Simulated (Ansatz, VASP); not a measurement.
# Zn: VASP beside Ansatz

Contents of INCAR:

```
PREC = Accurate
ENCUT = 600
EDIFF = 1E-7
ISMEAR = 1
SIGMA = 0.1
LREAL = F
LASPH = T
NELM = 100
ALGO = Fast
ISIF = 3
LWAVE = F
LCHARG = F
GGA = CA
IBRION = 2
NSW = 80
EDIFFG = -0.01
```

File KPOINTS:

```
regular mesh
0
Gamma
  21 21 10
```

The input POSCAR:

```
Zn
1.0
    2.6700000000      0.0000000000      0.0000000000
   -1.3350000000      2.3122878281      0.0000000000
    0.0000000000      0.0000000000      4.9660000000
Zn
2
Direct
    0.3333333333      0.6666666667      0.2500000000
    0.6666666667      0.3333333333      0.7500000000
```

Input for Ansatz:

```yaml
crystal:
  lattice:
    - [2.67, 0.0, 0.0]
    - [-1.335, 2.3122878281, 0.0]
    - [0.0, 0.0, 4.966]
  atoms:
    - { symbol: Zn, position: [0.3333333333, 0.6666666667, 0.25] }
    - { symbol: Zn, position: [0.6666666667, 0.3333333333, 0.75] }
scf:
  occupations: { method: methfessel_paxton, width: 0.1 }
output:
  forces: true
  stress: true
  eigenvalues: true
  write_density: true
  write_potential: true
  elf: true
  volumetric_format: npy
kpoints:
  mp_grid: { grid: [21, 21, 10] }
hamiltonian:
  xc: lda
relax:
  f_tol: 0.01
  adjacent_minimum: "off"
  cell: { stress_tol: 0.05 }
```

Alike in both runs: task relaxation of cell and atoms; functional LDA; k mesh 21 × 21 × 10; occupations methfessel-paxton of order 1, width 0.1 eV; no spin polarisation.

```csv
,VASP,Ansatz
version,VASP 6.6.1,Ansatz 0.2.0
potentials or method,"VASP PAW LDA potentials, release 64 (Zn)","scalar-relativistic, plane waves, PAW"
plane-wave cutoff (eV),600,420
valence electrons in the cell,24,24
```

```csv
,VASP,Ansatz,Ansatz less VASP
"gap on the k mesh at the Fermi level, each at its own relaxed structure (eV)",none,none,-
relaxed volume (Å³/atom),13.75,13.68,-0.075
relaxed cell length with the largest relative difference (Å),2.558,2.553,-0.0056
```

LDA's correlation is that of Perdew and Zunger in VASP and of Perdew and Wang (1992) in Ansatz. A gap of «none» marks a metal or a gap that the smearing closes.
